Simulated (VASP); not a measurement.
# MgI2 in VASP: single point with PBE+D3(BJ)

Aim: the single point of MgI2 with PBE+D3(BJ).

All numbers are computed with VASP 6.6.1; they aren't measurements. Logs are shortened: lines on timing, memory, paths and dates and some standing lists are left out, and cuts for length are marked.

**1. The cell of the first run**

The cell holds a slab with vacuum, 6 atoms: a = 4.131 Å, b = 4.131 Å, c = 24.227 Å, α = 90.00°, β = 90.00°, γ = 120.00°.

**2. Single point, PBE+D3(BJ) (layers slid over each other, then relaxed in part)**

File INCAR:

```
SYSTEM = MgI2
PREC = Accurate
ENCUT = 520
EDIFF = 1E-6
ISMEAR = 0
SIGMA = 0.05
LREAL = .False.
LASPH = .True.
NELM = 60
ALGO = Normal
ISIF = 2
LWAVE = .False.
LCHARG = .True.
LDIPOL = .True.
IDIPOL = 3
DIPOL = 0.5 0.5 0.399
GGA = PE
IVDW = 12
LELF = .True.
LVHAR = .True.
LVACPOTAV = .True.
NBANDS = 25
```

File KPOINTS:

```
regular mesh
0
Gamma
  9 9 1
  0 0 0
```

File POSCAR:

```
MgI2
1.0
    4.1311066717      0.0000000000      0.0000000000
   -2.0655533359      3.5776433235      0.0000000000
    0.0000000000      0.0000000000     24.2265083865
I Mg
4 2
Direct
    0.3333333333      0.6666666667      0.1857469483
    0.6666666667      0.3333333333      0.3243940340
    1.1666666667      0.6666666667      0.4741561279
    1.5000000000      0.3333333333      0.6128002562
    0.0000000000      0.0000000000      0.2551303276
    0.8333333333      0.0000000000      0.5434162814
```

Potentials or basis: VASP PAW PBE potentials, release 64 (I, Mg).

Run with:

```sh
$ cat potpaw_PBE.64/I/POTCAR potpaw_PBE.64/Mg/POTCAR > POTCAR
$ mpirun -np 1 vasp_std > vasp.out
```

OUTCAR:

```text
SYSTEM = MgI2
   PREC = Accurate
   ENCUT = 520
   EDIFF = 1E-6
   ISMEAR = 0
   LREAL = .False.
   LASPH = .True.
   NELM = 60
   ISIF = 2
   GGA = PE
   IVDW = 12
 IVDW          = 12

 ion  position               nearest neighbor table
   1  0.333  0.667  0.186-   5 2.92   5 2.92   5 2.92
   2  0.667  0.333  0.324-   5 2.92   5 2.92   5 2.92
   3  0.167  0.667  0.474-   6 2.92   6 2.92   6 2.92
   4  0.500  0.333  0.613-   6 2.92   6 2.92   6 2.92
   5  0.000  0.000  0.255-   2 2.92   2 2.92   2 2.92   1 2.92   1 2.92   1 2.92
   6  0.833  0.000  0.543-   3 2.92   3 2.92   3 2.92   4 2.92   4 2.92   4 2.92

  LATTYP: Found a hexagonal cell.
 ALAT       =     4.1311066717
 C/A-ratio  =     5.8644112369

  Lattice vectors:

 A1 = (   4.1311066717,   0.0000000000,   0.0000000000)
 A2 = (  -2.0655533359,   3.5776433235,   0.0000000000)
 A3 = (   0.0000000000,   0.0000000000,  24.2265083865)

Analysis of symmetry for initial positions (statically):
=====================================================================
 Subroutine PRICEL returns:
 Original cell was already a primitive cell.

 Routine SETGRP: Setting up the symmetry group for a
 hexagonal supercell.

 Subroutine GETGRP returns: Found  2 space group operations
 (whereof  1 operations were pure point group operations)
 out of a pool of 24 trial point group operations.

The static configuration has the point symmetry C_1 .
 The point group associated with its full space group is S_2 .

Analysis of symmetry for dynamics (positions and initial velocities):
=====================================================================
 Subroutine PRICEL returns:
 Original cell was already a primitive cell.

 Routine SETGRP: Setting up the symmetry group for a
 hexagonal supercell.

 Subroutine GETGRP returns: Found  2 space group operations
 (whereof  1 operations were pure point group operations)
 out of a pool of 24 trial point group operations.

The dynamic configuration has the point symmetry C_1 .
 The point group associated with its full space group is S_2 .

 Subroutine INISYM returns: Found  2 space group operations
 (whereof  1 operations are pure point group operations),
 and found     1 'primitive' translations

----------------------------------------------------------------------------------------

                                     Primitive cell

  volume of cell :     358.0587

  direct lattice vectors                    reciprocal lattice vectors
     4.131106672  0.000000000  0.000000000     0.242065887  0.139756805  0.000000000
    -2.065553336  3.577643323  0.000000000     0.000000000  0.279513610  0.000000000
     0.000000000  0.000000000 24.226508387     0.000000000  0.000000000  0.041277100

  length of vectors
     4.131106672  4.131106672 24.226508387     0.279513610  0.279513610  0.041277100

  position of ions in fractional coordinates (direct lattice)
     0.333333333  0.666666667  0.185746948
     0.666666667  0.333333333  0.324394034
     0.166666667  0.666666667  0.474156128
     0.500000000  0.333333333  0.612800256
     0.000000000  0.000000000  0.255130328
     0.833333333  0.000000000  0.543416281

  ion indices of the primitive-cell ions
   primitive index   ion index
                 1           1
                 2           2
                 3           3
                 4           4
                 5           5
                 6           6

----------------------------------------------------------------------------------------

 KPOINTS: regular mesh

Automatic generation of k-mesh.
 Grid dimensions read from file:
 generate k-points for:    9    9    1

 Generating k-lattice:

  Cartesian coordinates                     Fractional coordinates (reciprocal lattice)
     0.026896210  0.015528534  0.000000000     0.111111111  0.000000000  0.000000000
     0.000000000  0.031057068  0.000000000     0.000000000  0.111111111  0.000000000
     0.000000000  0.000000000  0.041277100     0.000000000  0.000000000  1.000000000

  Length of vectors
     0.031057068  0.031057068  0.041277100

  Shift w.r.t. Gamma in fractional coordinates (k-lattice)
     0.000000000  0.000000000  0.000000000

 Subroutine IBZKPT returns following result:
 ===========================================

 Found     41 irreducible k-points:

 Following reciprocal coordinates:
            Coordinates               Weight
  0.000000  0.000000  0.000000      1.000000
  0.111111 -0.000000  0.000000      2.000000
  0.000000  0.111111  0.000000      2.000000
 -0.111111  0.111111  0.000000      2.000000
  0.222222  0.000000  0.000000      2.000000
  0.000000  0.222222  0.000000      2.000000
[... 16 lines left out ...]
  0.333333  0.111111  0.000000      2.000000
 -0.111111  0.444444  0.000000      2.000000
 [... further k-points ...]
   k-points           NKPTS =     41   k-points in BZ     NKDIM =     41   number of bands    NBANDS=     25
   number of dos      NEDOS =    301   number of ions     NIONS =      6
   total plane-waves  NPLWV = 184320
   dimension x,y,z NGX =    32 NGY =   32 NGZ =  180
   dimension x,y,z NGXF=    64 NGYF=   64 NGZF=  360
   ions per type =               4   2
   NGX,Y,Z   is equivalent  to a cutoff of  12.88, 12.88, 12.35 a.u.
   NGXF,Y,Z  is equivalent  to a cutoff of  25.76, 25.76, 24.70 a.u.
 SYSTEM =  MgI2
   PREC   = accura    normal or accurate (medium, high low for compatibility)
   ISTART =      0    job   : 0-new  1-cont  2-samecut
   ICHARG =      2    charge: 1-file 2-atom 10-const
   ISPIN  =      1    spin polarized calculation?
   LNONCOLLINEAR =      F non collinear calculations
   LSORBIT =      F    spin-orbit coupling
   LASPH  =      T    aspherical Exc in radial PAW
   ENCUT  =  520.0 eV  38.22 Ry    6.18 a.u.   7.68  7.68 45.05*2*pi/ulx,y,z
   NELM   =     60;   NELMIN=  2; NELMDL= -5     # of ELM steps
   EDIFF  = 0.1E-05   stopping-criterion for ELM
   LREAL  =      F    real-space projection
   EDIFFG = 0.1E-04   stopping-criterion for IOM
   NSW    =      0    number of steps for IOM
   IBRION =     -1    ionic relax: 0-MD 1-quasi-New 2-CG
   NFREE  =      0    steps in history (QN), initial steepest desc. (CG)
   ISIF   =      2    stress and relaxation
   ISYM   =      2    0-nonsym 1-usesym 2-fastsym
   POTIM  = 0.5000    time-step for ionic-motion
   TEBEG  =    0.0;   TEEND  =   0.0 temperature during run
   PSTRESS=    0.0 pullay stress
   NELECT =      32.0000    total number of electrons
   NUPDOWN=      -1.0000    fix difference up-down
   EMIN   =  10.00;   EMAX   =-10.00  energy-range for DOS
   EFERMI =   0.00;   METHOD = LEGACY
   ISMEAR =     0;   SIGMA  =   0.05  broadening in eV -4-tet -1-fermi 0-gaus
   EFERMI_NEDOS =   21; number of points for ismear=-14 and -15
   IALGO  =     38    algorithm
   IMIX   =      4    mixing-type and parameters
     AMIX     =   0.40;   BMIX     =  1.00
     AMIX_MAG =   1.60;   BMIX_MAG =  1.00
  volume/ion in A,a.u.               =      59.68       402.72
  Fermi-wavevector in a.u.,A,eV,Ry     =   0.731936  1.383159  7.289063  0.535731
  Thomas-Fermi vector in A             =   1.824276
   LORBIT       =      0    0 simple, 1 ext, 2 COOP (PROOUT), +10 PAW based schemes
   GGA     = PE    functional components
   LHFCALC =     F    Hartree Fock is set to
   AEXX    =    0.0000 exact exchange contribution
   IVDW    =    12    specifies the selected vdW correction
   LEPSILON=     F    determine dielectric tensor
   LRPA    =     F    only Hartree local field effects (RPA)
 non-spin polarized calculation
 Gauss-broadening in eV      SIGMA  =   0.05
  energy-cutoff  :      520.00
  volume of cell :      358.06
 maximum number of plane-waves:      9709
   NGX = 15   NGY = 15   NGZ = 91

 number of electron      32.0000000 magnetization

 dipolmoment           0.000000      0.000000     -0.000877 electrons x Angstroem

 Free energy of the ion-electron system (eV)
  ---------------------------------------------------
  ext. energy  EPLUGINS =         0.00000000
  ---------------------------------------------------
  free energy    TOTEN  =       -15.41132095 eV

  energy without entropy =      -15.41132095  energy(sigma->0) =      -15.41132095

 E-fermi :  -1.1922     XC(G=0):  -5.0734

 val. band max:       -1.4003963318   @ k =   0.0000   0.0000   0.0000
 cond. band min:       2.1574495263   @ k =   0.4444   0.0000   0.0000
 fundamental gap:      3.5578458581
 Fermi energy:        -1.1922185751

 k-point     1 :       0.0000    0.0000    0.0000
  band No.  band energies     occupation
      1     -13.4086      2.00000
      2     -13.3337      2.00000
      3     -12.8819      2.00000
      4     -12.7956      2.00000
      5      -4.7425      2.00000
      6      -4.3324      2.00000
[... 17 lines left out ...]
     24       5.2900      0.00000
     25       5.3229      0.00000

 k-point     2 :       0.1111   -0.0000    0.0000
  band No.  band energies     occupation
      1     -13.3438      2.00000
      2     -13.2712      2.00000
      3     -12.8396      2.00000
      4     -12.7575      2.00000
      5      -4.6642      2.00000
      6      -4.2966      2.00000
[... 17 lines left out ...]
     24       5.2700      0.00000
     25       5.4945      0.00000

 k-point     3 :       0.0000    0.1111    0.0000
  band No.  band energies     occupation
      1     -13.3441      2.00000
      2     -13.2710      2.00000
      3     -12.8398      2.00000
      4     -12.7573      2.00000
      5      -4.6664      2.00000
      6      -4.2939      2.00000
[... 17 lines left out ...]
     24       5.2709      0.00000
     25       5.5070      0.00000

 k-point     4 :      -0.1111    0.1111    0.0000
  band No.  band energies     occupation
      1     -13.3447      2.00000
      2     -13.2706      2.00000
      3     -12.8404      2.00000
      4     -12.7566      2.00000
      5      -4.6706      2.00000
      6      -4.2884      2.00000
[... 17 lines left out ...]
     24       5.2710      0.00000
     25       5.4931      0.00000

 k-point     5 :       0.2222    0.0000    0.0000
  band No.  band energies     occupation
      1     -13.1664      2.00000
      2     -13.1017      2.00000
      3     -12.7310      2.00000
      4     -12.6622      2.00000
      5      -4.4814      2.00000
      6      -4.2926      2.00000
[... 17 lines left out ...]
     24       5.4023      0.00000
     25       5.6782      0.00000

 k-point     6 :       0.0000    0.2222    0.0000
  band No.  band energies     occupation
      1     -13.1677      2.00000
      2     -13.1008      2.00000
      3     -12.7320      2.00000
      4     -12.6609      2.00000
      5      -4.4976      2.00000
      6      -4.2718      2.00000
[... 17 lines left out ...]
     24       5.3996      0.00000
     25       5.7076      0.00000
[... 393 lines left out ...]
 k-point    21 :       0.1111    0.2222    0.0000
  band No.  band energies     occupation
      1     -13.0150      2.00000
      2     -12.9579      2.00000
      3     -12.6485      2.00000
      4     -12.5920      2.00000
      5      -4.4656      2.00000
      6      -4.3536      2.00000
[... 17 lines left out ...]
     24       5.4785      0.00000
     25       5.6090      0.00000

 k-point    22 :       0.3333   -0.1111    0.0000
  band No.  band energies     occupation
      1     -13.0168      2.00000
      2     -12.9567      2.00000
      3     -12.6500      2.00000
      4     -12.5901      2.00000
      5      -4.4317      2.00000
      6      -4.3912      2.00000
[... 17 lines left out ...]
     24       5.5157      0.00000
     25       5.6581      0.00000

 k-point    23 :       0.3333    0.1111    0.0000
  band No.  band energies     occupation
      1     -12.7901      2.00000
      2     -12.7550      2.00000
      3     -12.5554      2.00000
      4     -12.5257      2.00000
      5      -4.7858      2.00000
      6      -4.6824      2.00000
[... 17 lines left out ...]
     24       5.3254      0.00000
     25       5.7373      0.00000

 k-point    24 :      -0.1111    0.4444    0.0000
  band No.  band energies     occupation
      1     -12.8001      2.00000
      2     -12.7479      2.00000
      3     -12.5611      2.00000
      4     -12.5174      2.00000
      5      -4.7789      2.00000
      6      -4.6935      2.00000
[... 17 lines left out ...]
     24       5.3230      0.00000
     25       5.7474      0.00000

 [... further k-points ...]

------------------------ aborting loop because EDIFF is reached ----------------------------------------

 Edisp (eV)   -1.62308

 E8    (eV) :    -0.7456

  FORCE on cell =-STRESS in cart. coord.  units (eV):
  Direction    XX          YY          ZZ          XY          YZ          ZX
  --------------------------------------------------------------------------------------
  -------------------------------------------------------------------------------------
  Total      -0.18608    -0.14966    -0.08716     0.04115     0.07757     0.11219
  in kB      -0.83263    -0.66965    -0.38999     0.18411     0.34707     0.50202
  external pressure =       -0.63 kB  Pullay stress =        0.00 kB

 VOLUME and BASIS-vectors are now :
 -----------------------------------------------------------------------------
  energy-cutoff  :      520.00
  volume of cell :      358.06
      direct lattice vectors                 reciprocal lattice vectors
     4.131106672  0.000000000  0.000000000     0.242065887  0.139756805  0.000000000
    -2.065553336  3.577643323  0.000000000     0.000000000  0.279513610  0.000000000
     0.000000000  0.000000000 24.226508387     0.000000000  0.000000000  0.041277100

 POSITION                                       TOTAL-FORCE (eV/Angst)
 -----------------------------------------------------------------------------------
     -0.00000      2.38510      4.50000        -0.000111     -0.000957      0.010097
      2.06555      1.19255      7.85893        -0.038014     -0.020486     -0.010047
     -0.68852      2.38510     11.48715         0.038014      0.020486      0.010047
      1.37704      1.19255     14.84601         0.000111      0.000957     -0.010097
      0.00000      0.00000      6.18092         0.004304      0.000909     -0.000524
      3.44259      0.00000     13.16508        -0.004304     -0.000909      0.000524
 -----------------------------------------------------------------------------------
    total drift:                                0.000141      0.000080     -0.079605

  FREE ENERGIE OF THE ION-ELECTRON SYSTEM (eV)
  ---------------------------------------------------
  free  energy   TOTEN  =       -17.0343986399 eV

  energy  without entropy=      -17.0343986399  energy(sigma->0) =      -17.03439864

 vacuum level on the upper side and lower side of the slab         4.914         4.924
```

Wall time 7.6 min (1 thread of Intel Xeon Platinum 8259CL at 2.50GHz (Skylake/Cascade Lake), shared host); peak memory 0.64 GiB.

What came out:

- Free energy: -17.0344 eV
- Largest force: 0.044 eV/Å
- Band gap on the k mesh: 3.56 eV (least direct gap 3.92 eV)
- Dispersion energy per atom: -0.271 eV

Forces on the atoms (eV/Å):
```
I    0.000 -0.001  0.010
I   -0.038 -0.020 -0.010
I    0.038  0.020  0.010
I    0.000  0.001 -0.010
Mg   0.004  0.001 -0.001
Mg  -0.004 -0.001  0.001
```

Caveat: the cell differs from its parent crystal (layers slid over each other, then relaxed in part); spin-orbit coupling is left out, which moves the levels of the heavy elements.
